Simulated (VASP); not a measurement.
# SiGe (P6_3mc) in VASP: further runs

Runs on SiGe. Level: LDA. Tasks: single point.

Everything below comes from runs of VASP 6.6.1. Logs are shortened: lines on timing, memory, paths and dates and some standing lists are left out, and cuts for length are marked.

## Step 1: The cell of the first run

The structure is hexagonal, space group P6_3mc (No. 186). The conventional cell has a = 3.763 Å, b = 3.763 Å, c = 6.219 Å, α = 90.00°, β = 90.00°, γ = 120.00°. Within 2.9 Å of Si (site symmetry 3m) lie 4 Ge at 2.23 to 2.34 Å. Ge (site symmetry 3m) has 4 Si at 2.23 to 2.34 Å within 2.9 Å.

## Step 2: Single point, LDA

INCAR

```
ALGO     = Normal         # electronic algorithm
EDIFF    = 1E-6           # SCF threshold, eV
ENCUT    = 520            # plane-wave cutoff, eV
ISIF     = 2              # what is computed and relaxed
ISMEAR   = 0              # smearing method
LASPH    = True           # aspherical terms in the spheres
LCHARG   = False          # write CHGCAR
LREAL    = False          # projectors in reciprocal space
LWAVE    = False          # write WAVECAR
NBANDS   = 26             # bands
NELM     = 80             # most SCF steps
PREC     = Accurate       # precision mode
SIGMA    = 0.03           # smearing width, eV
```

KPOINTS

```
k-points
0
Gamma
  12 12 6
```

POSCAR

```
SiGe
1.0
    3.7634436583      0.0000000000      0.0000000000
   -1.8817218292      3.2592378138      0.0000000000
    0.0000000000      0.0000000000      6.2194898057
Si Ge
2 2
Direct
    0.6666666667      0.3333333333      0.8745031008
    0.3333333333      0.6666666667      0.3745031008
    0.6666666667      0.3333333333      0.5161337307
    0.3333333333      0.6666666667      0.0161337307
```

Potentials or basis: VASP PAW LDA potentials, release 64 (Si, Ge_d).

Launch:

```console
cat potpaw_LDA.64/Si/POTCAR potpaw_LDA.64/Ge_d/POTCAR > POTCAR
mpirun -np 1 vasp_std > vasp.out
```

OUTCAR:

```text
EDIFF = 1E-6
   ENCUT = 520
   ISIF = 2
   ISMEAR = 0
   LASPH = True
   LREAL = False
   NELM = 80
   PREC = Accurate

 ion  position               nearest neighbor table
   1  0.667  0.333  0.875-   3 2.23   4 2.34   4 2.34   4 2.34
   2  0.333  0.667  0.375-   4 2.23   3 2.34   3 2.34   3 2.34
   3  0.667  0.333  0.516-   1 2.23   2 2.34   2 2.34   2 2.34
   4  0.333  0.667  0.016-   2 2.23   1 2.34   1 2.34   1 2.34

  LATTYP: Found a hexagonal cell.
 ALAT       =     3.7634436583
 C/A-ratio  =     1.6526060625

  Lattice vectors:

 A1 = (   3.7634436583,   0.0000000000,   0.0000000000)
 A2 = (  -1.8817218292,   3.2592378138,   0.0000000000)
 A3 = (   0.0000000000,   0.0000000000,   6.2194898057)

Analysis of symmetry for initial positions (statically):
=====================================================================
 Subroutine PRICEL returns:
 Original cell was already a primitive cell.

 Routine SETGRP: Setting up the symmetry group for a
 hexagonal supercell.

 Subroutine GETGRP returns: Found 12 space group operations
 (whereof  6 operations were pure point group operations)
 out of a pool of 24 trial point group operations.

The static configuration has the point symmetry C_3v.
 The point group associated with its full space group is C_6v.

Analysis of symmetry for dynamics (positions and initial velocities):
=====================================================================
 Subroutine PRICEL returns:
 Original cell was already a primitive cell.

 Routine SETGRP: Setting up the symmetry group for a
 hexagonal supercell.

 Subroutine GETGRP returns: Found 12 space group operations
 (whereof  6 operations were pure point group operations)
 out of a pool of 24 trial point group operations.

The dynamic configuration has the point symmetry C_3v.
 The point group associated with its full space group is C_6v.

 Subroutine INISYM returns: Found 12 space group operations
 (whereof  6 operations are pure point group operations),
 and found     1 'primitive' translations

----------------------------------------------------------------------------------------

                                     Primitive cell

  volume of cell :      76.2880

  direct lattice vectors                    reciprocal lattice vectors
     3.763443658  0.000000000  0.000000000     0.265714088  0.153410100  0.000000000
    -1.881721829  3.259237814  0.000000000     0.000000000  0.306820201  0.000000000
     0.000000000  0.000000000  6.219489806     0.000000000  0.000000000  0.160784893

  length of vectors
     3.763443658  3.763443658  6.219489806     0.306820201  0.306820201  0.160784893

  position of ions in fractional coordinates (direct lattice)
     0.666666667  0.333333333  0.874503101
     0.333333333  0.666666667  0.374503101
     0.666666667  0.333333333  0.516133731
     0.333333333  0.666666667  0.016133731

  ion indices of the primitive-cell ions
   primitive index   ion index
                 1           1
                 2           2
                 3           3
                 4           4

----------------------------------------------------------------------------------------

 KPOINTS: k-points

Automatic generation of k-mesh.
 Grid dimensions read from file:
 generate k-points for:   12   12    6

 Generating k-lattice:

  Cartesian coordinates                     Fractional coordinates (reciprocal lattice)
     0.022142841  0.012784175  0.000000000     0.083333333  0.000000000  0.000000000
     0.000000000  0.025568350  0.000000000     0.000000000  0.083333333  0.000000000
     0.000000000  0.000000000  0.026797482     0.000000000  0.000000000  0.166666667

  Length of vectors
     0.025568350  0.025568350  0.026797482

  Shift w.r.t. Gamma in fractional coordinates (k-lattice)
     0.000000000  0.000000000  0.000000000

 Subroutine IBZKPT returns following result:
 ===========================================

 Found     76 irreducible k-points:

 Following reciprocal coordinates:
            Coordinates               Weight
  0.000000  0.000000  0.000000      1.000000
  0.083333 -0.000000  0.000000      6.000000
  0.166667  0.000000  0.000000      6.000000
  0.250000  0.000000  0.000000      6.000000
  0.333333 -0.000000  0.000000      6.000000
  0.416667 -0.000000  0.000000      6.000000
[... 16 lines left out ...]
  0.250000  0.000000  0.166667     12.000000
  0.333333 -0.000000  0.166667     12.000000
 [... further k-points ...]
   k-points           NKPTS =     76   k-points in BZ     NKDIM =     76   number of bands    NBANDS=     26
   number of dos      NEDOS =    301   number of ions     NIONS =      4
   total plane-waves  NPLWV =  37632
   dimension x,y,z NGX =    28 NGY =   28 NGZ =   48
   dimension x,y,z NGXF=    56 NGYF=   56 NGZF=   96
   ions per type =               2   2
   NGX,Y,Z   is equivalent  to a cutoff of  12.37, 12.37, 12.83 a.u.
   NGXF,Y,Z  is equivalent  to a cutoff of  24.74, 24.74, 25.66 a.u.
 SYSTEM =  unknown system
   PREC   = accura    normal or accurate (medium, high low for compatibility)
   ISTART =      0    job   : 0-new  1-cont  2-samecut
   ICHARG =      2    charge: 1-file 2-atom 10-const
   ISPIN  =      1    spin polarized calculation?
   LNONCOLLINEAR =      F non collinear calculations
   LSORBIT =      F    spin-orbit coupling
   LASPH  =      T    aspherical Exc in radial PAW
   ENCUT  =  520.0 eV  38.22 Ry    6.18 a.u.   7.00  7.00 11.56*2*pi/ulx,y,z
   NELM   =     80;   NELMIN=  2; NELMDL= -5     # of ELM steps
   EDIFF  = 0.1E-05   stopping-criterion for ELM
   LREAL  =      F    real-space projection
   EDIFFG = 0.1E-04   stopping-criterion for IOM
   NSW    =      0    number of steps for IOM
   IBRION =     -1    ionic relax: 0-MD 1-quasi-New 2-CG
   NFREE  =      0    steps in history (QN), initial steepest desc. (CG)
   ISIF   =      2    stress and relaxation
   ISYM   =      2    0-nonsym 1-usesym 2-fastsym
   POTIM  = 0.5000    time-step for ionic-motion
   TEBEG  =    0.0;   TEEND  =   0.0 temperature during run
   PSTRESS=    0.0 pullay stress
   NELECT =      36.0000    total number of electrons
   NUPDOWN=      -1.0000    fix difference up-down
   EMIN   =  10.00;   EMAX   =-10.00  energy-range for DOS
   EFERMI =   0.00;   METHOD = LEGACY
   ISMEAR =     0;   SIGMA  =   0.03  broadening in eV -4-tet -1-fermi 0-gaus
   EFERMI_NEDOS =   21; number of points for ismear=-14 and -15
   IALGO  =     38    algorithm
   IMIX   =      4    mixing-type and parameters
     AMIX     =   0.40;   BMIX     =  1.00
     AMIX_MAG =   1.60;   BMIX_MAG =  1.00
  volume/ion in A,a.u.               =      19.07       128.70
  Fermi-wavevector in a.u.,A,eV,Ry     =   1.274550  2.408551 22.102365  1.624478
  Thomas-Fermi vector in A             =   2.407312
   LORBIT       =      0    0 simple, 1 ext, 2 COOP (PROOUT), +10 PAW based schemes
   GGA     = CA    functional components
   LHFCALC =     F    Hartree Fock is set to
   AEXX    =    0.0000 exact exchange contribution
   IVDW    =     0    specifies the selected vdW correction
   LEPSILON=     F    determine dielectric tensor
   LRPA    =     F    only Hartree local field effects (RPA)
 non-spin polarized calculation
 Gauss-broadening in eV      SIGMA  =   0.03
  energy-cutoff  :      520.00
  volume of cell :       76.29
 maximum number of plane-waves:      2073
 NGX is ok and might be reduce to    28
   NGX = 13   NGY = 13   NGZ = 23

 number of electron      35.9999977 magnetization

 Free energy of the ion-electron system (eV)
  ---------------------------------------------------
  ext. energy  EPLUGINS =         0.00000000
  ---------------------------------------------------
  free energy    TOTEN  =       -21.90265779 eV

  energy without entropy =      -21.90249448  energy(sigma->0) =      -21.90257614

 E-fermi :   6.8966     XC(G=0): -10.4574

 val. band max:        6.7565274296   @ k =   0.0833  -0.0000   0.0000
 cond. band min:       6.9200202910   @ k =   0.4167  -0.0000   0.3333
 fundamental gap:      0.1634928615
 Fermi energy:         6.8965769965

 k-point     1 :       0.0000    0.0000    0.0000
  band No.  band energies     occupation
      1     -18.2206      2.00000
      2     -18.2197      2.00000
      3     -18.1974      2.00000
      4     -18.1974      2.00000
      5     -18.1915      2.00000
      6     -18.1915      2.00000
[... 18 lines left out ...]
     25      11.2443      0.00000
     26      13.0542      0.00000

 k-point     2 :       0.0833   -0.0000    0.0000
  band No.  band energies     occupation
      1     -18.2201      2.00000
      2     -18.2193      2.00000
      3     -18.1977      2.00000
      4     -18.1970      2.00000
      5     -18.1917      2.00000
      6     -18.1910      2.00000
[... 18 lines left out ...]
     25      11.5925      0.00000
     26      12.4110      0.00000

 k-point     3 :       0.1667    0.0000    0.0000
  band No.  band energies     occupation
      1     -18.2189      2.00000
      2     -18.2184      2.00000
      3     -18.1984      2.00000
      4     -18.1962      2.00000
      5     -18.1922      2.00000
      6     -18.1895      2.00000
[... 18 lines left out ...]
     25      12.4834      0.00000
     26      12.5324      0.00000

 k-point     4 :       0.2500    0.0000    0.0000
  band No.  band energies     occupation
      1     -18.2181      2.00000
      2     -18.2166      2.00000
      3     -18.1994      2.00000
      4     -18.1954      2.00000
      5     -18.1928      2.00000
      6     -18.1876      2.00000
[... 18 lines left out ...]
     25      13.2671      0.00000
     26      13.3988      0.00000
[... 496 lines left out ...]
      1     -18.2189      2.00000
      2     -18.2185      2.00000
      3     -18.1979      2.00000
      4     -18.1958      2.00000
      5     -18.1926      2.00000
      6     -18.1899      2.00000
[... 18 lines left out ...]
     25      12.2052      0.00000
     26      12.2757      0.00000

 k-point    23 :       0.2500    0.0000    0.1667
  band No.  band energies     occupation
      1     -18.2181      2.00000
      2     -18.2169      2.00000
      3     -18.1988      2.00000
      4     -18.1949      2.00000
      5     -18.1931      2.00000
      6     -18.1881      2.00000
[... 18 lines left out ...]
     25      13.2697      0.00000
     26      13.3313      0.00000

 k-point    24 :       0.3333   -0.0000    0.1667
  band No.  band energies     occupation
      1     -18.2178      2.00000
      2     -18.2153      2.00000
      3     -18.1996      2.00000
      4     -18.1942      2.00000
      5     -18.1933      2.00000
      6     -18.1865      2.00000
[... 18 lines left out ...]
     25      14.1452      0.00000
     26      14.4941      0.00000

 [... further k-points ...]
[... 5 lines left out ...]
  --------------------------------------------------------------------------------------
  -------------------------------------------------------------------------------------
  Total        2.6465488      2.6465488      7.4223010     -0.0000000      0.0000000      0.0000000
  in kB       55.5820109     55.5820109    155.8809040     -0.0000000      0.0000000      0.0000000
  external PRESSURE =      89.0149753 kB  Pullay stress =       0.0000000 kB

 VOLUME and BASIS-vectors are now :
 -----------------------------------------------------------------------------
  energy-cutoff  :      520.00
  volume of cell :       76.29
      direct lattice vectors                 reciprocal lattice vectors
     3.763443658  0.000000000  0.000000000     0.265714088  0.153410100  0.000000000
    -1.881721829  3.259237814  0.000000000     0.000000000  0.306820201  0.000000000
     0.000000000  0.000000000  6.219489806     0.000000000  0.000000000  0.160784893

 POSITION                                       TOTAL-FORCE (eV/Angst)
 -----------------------------------------------------------------------------------
      1.88172      1.08641      5.43896        -0.000000      0.000000      1.601573
     -0.00000      2.17283      2.32922         0.000000      0.000000      1.601573
      1.88172      1.08641      3.21009         0.000000     -0.000000     -1.601573
     -0.00000      2.17283      0.10034        -0.000000      0.000000     -1.601573
 -----------------------------------------------------------------------------------
    total drift:                               -0.000000     -0.000000      0.000947

  FREE ENERGIE OF THE ION-ELECTRON SYSTEM (eV)
  ---------------------------------------------------
  free  energy   TOTEN  =       -21.9026577931 eV

  energy  without entropy=      -21.9024944775  energy(sigma->0) =      -21.90257614
```

Run time: 65 s. Hardware: 1 thread of Intel Xeon Platinum 8559C (Emerald Rapids), shared host; peak memory 0.24 GiB.

Results:

```
Free energy            : -21.9027 eV
Pressure               : 8.9 GPa
Largest force          : 1.602 eV/Å
Band gap on the k mesh : zero (band 18 reaches 6.94 eV, above the bottom of band 19 at 6.92 eV)
```

Forces on the atoms (eV/Å):
```
Si   0.000  0.000  1.602
Si   0.000  0.000  1.602
Ge   0.000  0.000 -1.602
Ge   0.000  0.000 -1.602
```

Caveat: forces of over 1 eV/Å act on the atoms, so gaps and moduli don't describe the material at rest.

## Step 3: Single point, LDA

This run uses another cell than the first one, of 19.63 Å³/atom, 1.029 times its volume.

INCAR

```
  ALGO = Normal
  EDIFF = 1E-7
  ENCUT = 520
  GGA = CA
  ISIF = 2
  ISMEAR = 0
  LASPH = T
  LCHARG = F
  LREAL = F
  LWAVE = F
  NBANDS = 26
  NELM = 60
  PREC = Accurate
  SIGMA = 0.03
```

KPOINTS is that of step 2.

POSCAR

```
SiGe
1.0
    3.7994718203      0.0000000000      0.0000000000
   -1.8997359102      3.2904391174      0.0000000000
    0.0000000000      0.0000000000      6.2790301647
Si Ge
2 2
Direct
    0.6666666667      0.3333333333      0.8745031008
    0.3333333333      0.6666666667      0.3745031008
    0.6666666667      0.3333333333      0.5239526465
    0.3333333333      0.6666666667      0.0239526465
```

Potentials or basis: VASP PAW LDA potentials, release 64 (Si, Ge_d).

Launch:

```console
cat potpaw_LDA.64/Si/POTCAR potpaw_LDA.64/Ge_d/POTCAR > POTCAR
mpirun -np 1 vasp_std > vasp.out
```

Wall time 59 s (1 thread of Intel Xeon Platinum 8559C (Emerald Rapids), shared host); peak memory 0.24 GiB.

Results (log left out):

* Free energy: -21.8069 eV
* Pressure: 6.1 GPa
* Largest force: 2.459 eV/Å
* Band gap on the k mesh: zero (band 18 reaches 6.76 eV, above the bottom of band 19 at 6.53 eV)

Forces on the atoms (eV/Å):
```
Si   0.000  0.000  2.459
Si   0.000  0.000  2.459
Ge   0.000  0.000 -2.459
Ge   0.000  0.000 -2.459
```

Stress tensor (GPa, compression positive):
```
 1.37  0.00  0.00
 0.00  1.37  0.00
 0.00  0.00 15.49
```

Levels at points of the mesh, in eV from the Fermi level:
```
           k point  band 15  band 16  band 17  band 18  band 19  band 20  band 21  band 22
(0.00, 0.00, 0.00)    -1.83    -1.38     0.22     0.22     0.67     1.55     1.55     1.88
(0.50, 0.00, 0.00)    -5.72    -3.99    -3.54    -1.44     0.19     1.99     2.35     2.41
(0.00, 0.00, 0.50)    -1.11    -1.11    -1.11    -1.11     1.52     1.52     2.95     2.95
(0.50, 0.00, 0.50)    -3.32    -3.32    -2.76    -2.76     0.24     0.24     1.73     1.73
```

Caveat: forces of over 1 eV/Å act on the atoms, so gaps and moduli don't describe the material at rest.
